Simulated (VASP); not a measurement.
# Mg3BeS (R3) in VASP: notebook, part 2 of 2

VASP 6.6.1.

## (4) Relaxation of cell and atoms, PBE

INCAR

```
SYSTEM = Mg3BeS
ALGO = Normal ; EDIFF = 1E-6
EDIFFG = -0.04 ; ENCUT = 600
GGA = PE ; IBRION = 2
ISIF = 3 ; ISMEAR = 0
LASPH = .True. ; LCHARG = .False.
LREAL = .False. ; LWAVE = .False.
NELM = 100 ; NSW = 90
PREC = Accurate ; SIGMA = 0.1
```

KPOINTS

```
k-points
0
Gamma
  4 4 4
  0 0 0
```

POSCAR

```
Mg3BeS
1.0
    2.9475110700      1.7017463100      2.4066326700
   -2.9475110700      1.7017463100      2.4066326700
    0.0000000000     -3.4034926200      2.4066326700
Mg Be S
3 1 1
Direct
    0.5299999700      0.8895000200      0.0175000000
    0.0175000000      0.5299999700      0.8895000200
    0.8895000200      0.0175000000      0.5299999700
    0.5000000000      0.5000000000      0.5000000000
    0.0319000000      0.0319000000      0.0319000000
```

Potentials or basis: VASP PAW PBE potentials, release 64 (Mg, Be, S).

Run with:

```sh
> cat potpaw_PBE.64/Mg/POTCAR potpaw_PBE.64/Be/POTCAR potpaw_PBE.64/S/POTCAR > POTCAR
> mpirun -np 1 vasp_std > vasp.out
```

OUTCAR:

```text
SYSTEM = Mg3BeS
   EDIFF = 1E-6
   EDIFFG = -0.04
   ENCUT = 600
   GGA = PE
   IBRION = 2
   ISIF = 3
   ISMEAR = 0
   LASPH = .True.
   LREAL = .False.
   NELM = 100
   NSW = 90
   PREC = Accurate

 ion  position               nearest neighbor table
   1  0.530  0.890  0.017-   5 2.16   5 2.18   2 2.58   3 2.58   4 2.59   3 2.66   2 2.66   4 2.70
                             3 3.40   2 3.40   2 3.46   3 3.46
   2  0.017  0.530  0.890-   5 2.16   5 2.18   1 2.58   3 2.58   4 2.59   3 2.66   1 2.66   4 2.70
                             3 3.40   1 3.40   1 3.46   3 3.46
   3  0.890  0.017  0.530-   5 2.16   5 2.18   2 2.58   1 2.58   4 2.59   2 2.66   1 2.66   4 2.70
                             1 3.40   2 3.40   1 3.46   2 3.46
   4  0.500  0.500  0.500-   3 2.59   2 2.59   1 2.59   2 2.70   1 2.70   3 2.70
   5  0.032  0.032  0.032-   1 2.16   2 2.16   3 2.16   2 2.18   1 2.18   3 2.18

  LATTYP: Found a simple cubic cell.
 ALAT       =     4.1684101069
[... 499 lines left out ...]

 number of electron      13.9999996 magnetization

------------------------ aborting loop because EDIFF is reached ----------------------------------------
[... 73 lines left out ...]
--------------------------------------- Ionic step       25  -------------------------------------------

 number of electron      13.9999997 magnetization

 Free energy of the ion-electron system (eV)
  ---------------------------------------------------
  ext. energy  EPLUGINS =         0.00000000
  ---------------------------------------------------
  free energy    TOTEN  =       -12.39109511 eV

  energy without entropy =      -12.38199833  energy(sigma->0) =      -12.38654672

 E-fermi :   2.5374     XC(G=0):  -8.3470

 val. band max:        2.4935230613   @ k =  -0.2500   0.2500   0.2500
 cond. band min:       2.6142586197   @ k =   0.5000   0.5000  -0.0000
 fundamental gap:      0.1207355585
 Fermi energy:         2.5374484736

 k-point     1 :       0.0000    0.0000    0.0000
  band No.  band energies     occupation
      1     -10.5313      2.00000
      2      -2.4445      2.00000
      3      -1.2929      2.00000
      4      -1.2929      2.00000
      5      -0.9361      2.00000
      6       2.6612      0.08016
      7       2.6612      0.08016
      8       2.8656      0.00000
      9       4.4354      0.00000
     10       4.4354      0.00000
     11       5.2236      0.00000
[... 212 lines left out ...]
  FREE ENERGIE OF THE ION-ELECTRON SYSTEM (eV)
  ---------------------------------------------------
  free  energy   TOTEN  =       -12.3910951108 eV

  energy  without entropy=      -12.3819983328  energy(sigma->0) =      -12.38654672

 reached required accuracy - stopping structural energy minimisation
```

Wall time 7.7 min (1 thread of AMD EPYC 7R13, shared host); peak memory 0.19 GiB.

Results:

```
Free energy                           : -12.3911 eV
Relaxed volume                        : 21.99 Å³/atom
Relaxed cell                          : a = 4.855 Å, b = 4.855 Å, c = 4.855 Å, α = 80.23°, β = 80.23°, γ = 80.23°
Space group after relaxing (to 0.1 Å) : R3 (No. 146)
Energy gained by relaxing             : 782.5 meV/atom
Ionic steps                           : 25
Pressure after relaxing               : 0.0 GPa
Largest force after relaxing          : 0.029 eV/Å
Band gap on the k mesh                : zero (bands 7 and 8 overlap by 1.60 eV)
```

Forces on the atoms (eV/Å):
```
Mg  -0.003 -0.019  0.004
Mg   0.018  0.007  0.004
Mg  -0.016  0.012  0.004
Be   0.000  0.000 -0.029
S    0.000  0.000  0.019
```

Step by step:
```tsv
step	energy change (eV)	largest force (eV/Å)	pressure (GPa)	volume (Å³)
1	0.0000	1.9949	40.33	72.43
2	-3.2432	0.6202	-2.47	117.76
3	-3.3160	0.5883	0.91	107.27
4	-3.3199	0.5971	0.09	109.37
5	-3.3196	0.5938	0.40	108.53
6	-3.3596	0.5723	0.06	109.17
7	-3.4024	0.5099	-0.42	110.69
8	-3.4420	0.4591	-0.18	110.27
9	-3.5363	0.2681	0.68	109.02
10	-3.5565	0.5969	2.95	106.52
11	-3.5816	0.2414	1.77	107.70
12	-3.6194	0.2396	1.21	109.36
13	-3.6793	0.2712	-0.22	114.37
14	-3.6835	0.3202	-0.65	116.10
15	-3.7118	0.2807	-0.57	115.64
16	-3.7743	0.2661	-0.24	114.13
17	-3.8022	0.5261	0.65	110.54
18	-3.8081	0.2725	0.34	111.79
19	-3.8398	0.3504	-0.07	112.17
20	-3.8659	0.5079	-0.76	112.83
21	-3.9037	0.2220	-0.03	110.03
22	-3.9062	0.1105	0.23	109.14
23	-3.9104	0.0782	-0.01	109.89
24	-3.9110	0.0691	-0.13	110.30
25	-3.9127	0.0293	0.03	109.94
```

Final structure:
```
Mg Be S
1.0
     3.12806    1.80599    3.24350
    -3.12806    1.80599    3.24350
     0.00000   -3.61198    3.24350
Mg Be S
3 1 1
Direct
  0.49585 0.76262 0.09896
  0.09896 0.49585 0.76262
  0.76262 0.09896 0.49585
  0.60357 0.60357 0.60357
  0.00790 0.00790 0.00790
```

Caveat: the k points lie up to 0.33 Å⁻¹ apart in the final cell, too coarse for converged energies and pressures of a metal; the volume moved by over 15 % at a fixed basis, so the end points are rough.

## (5) Single point, PBE

This run uses another cell than the first one, of 21.97 Å³/atom.

INCAR

```
SYSTEM = Mg3BeS
ALGO = Normal
EDIFF = 1E-6
ENCUT = 520
GGA = PE
ISIF = 2
ISMEAR = 0
LASPH = .TRUE.
LCHARG = .FALSE.
LREAL = .FALSE.
LWAVE = .FALSE.
NBANDS = 15
NELM = 80
PREC = Accurate
SIGMA = 0.1
```

KPOINTS

```
k-points
0
G
  6 6 6
  0 0 0
```

POSCAR

```
Mg3BeS
1.0
    3.1230865482      1.8031148593      3.2511479841
   -3.1230865482      1.8031148593      3.2511479841
    0.0000000000     -3.6062297186      3.2511479841
Mg Be S
3 1 1
Direct
    0.4962441656      0.7599263649      0.0998788515
    0.0998788515      0.4962441656      0.7599263649
    0.7599263649      0.0998788515      0.4962441656
    0.6041107336      0.6041107336      0.6041107336
    0.0087398744      0.0087398744      0.0087398744
```

Run with:

```sh
> cat potpaw_PBE.64/Mg/POTCAR potpaw_PBE.64/Be/POTCAR potpaw_PBE.64/S/POTCAR > POTCAR
> mpirun -np 1 vasp_std > vasp.out
```

Wall time 79 s (1 thread of AMD EPYC 7R13, shared host); peak memory 0.21 GiB.

It converged, with:

| Item | Value |
| --- | --- |
| Free energy | -12.3537 eV |
| Pressure | -0.1 GPa |
| Largest force | 0.020 eV/Å |
| Band gap on the k mesh | zero (bands 7 and 8 overlap by 1.59 eV) |

Forces on the atoms (eV/Å):
```
Mg  -0.005 -0.010 -0.004
Mg   0.012  0.001 -0.004
Mg  -0.006  0.010 -0.004
Be   0.000  0.000 -0.009
S    0.000  0.000  0.020
```

Stress tensor (GPa, compression positive):
```
-0.10  0.00  0.00
 0.00 -0.10  0.00
 0.00  0.00  0.02
```

Levels at points of the mesh, in eV from the Fermi level:
| k point | band 3 | band 4 | band 5 | band 6 | band 7 | band 8 | band 9 | band 10 | band 11 | band 12 |
| --- | --- | --- | --- | --- | --- | --- | --- | --- | --- | --- |
| (0.00, 0.00, 0.00) | -3.84 | -3.84 | -3.47 | 0.13 | 0.13 | 0.29 | 1.89 | 1.89 | 2.68 | 4.48 |
| (0.50, 0.00, 0.00) | -3.69 | -3.58 | -2.58 | -1.86 | 0.21 | 0.38 | 1.66 | 2.91 | 3.21 | 3.94 |
| (0.50, 0.50, 0.00) | -4.73 | -3.67 | -3.43 | -0.97 | 0.08 | 0.32 | 1.29 | 3.11 | 3.78 | 4.59 |
| (0.50, 0.50, 0.50) | -4.28 | -4.28 | -3.23 | -1.51 | -1.31 | -1.31 | 2.37 | 4.19 | 4.19 | 5.72 |

## (6) Overview

| task | cell | k mesh | cutoff (eV) | gap on the mesh (eV) | pressure (GPa) | largest force (eV/Å) |
| --- | --- | --- | --- | --- | --- | --- |
| single point | a = 4.168 Å, 5 atoms, atomic positions A | 4 × 4 × 4 | 520 | none | 40.3 | 2.00 |
| single point | a = 4.864 Å, angles 80.2°, 5 atoms, atomic positions B | 4 × 4 × 4 | 520 | none | -0.2 | 0.02 |
| relaxation of cell and atoms | relaxed from a = 4.168 Å, 5 atoms, atomic positions A | 4 × 4 × 4 | 600 | none | 0.0 | 0.03 |
| single point | a = 4.855 Å, angles 80.1°, 5 atoms, atomic positions C | 6 × 6 × 6 | 520 | none | -0.1 | 0.02 |

Alike in all rows: level PBE; potentials or basis VASP PAW PBE potentials, release 64 (Mg, Be, S); no spin polarisation; smearing gaussian 0.1 eV.

Caveats: some runs use coarse meshes; forces of over 1 eV/Å act on the atoms, so gaps and moduli don't describe the material at rest (at least some runs); the volume moved by over 15 % at a fixed basis, so the end points are rough (at least some runs).

Absolute energies hang on the potentials; compare differences alone.
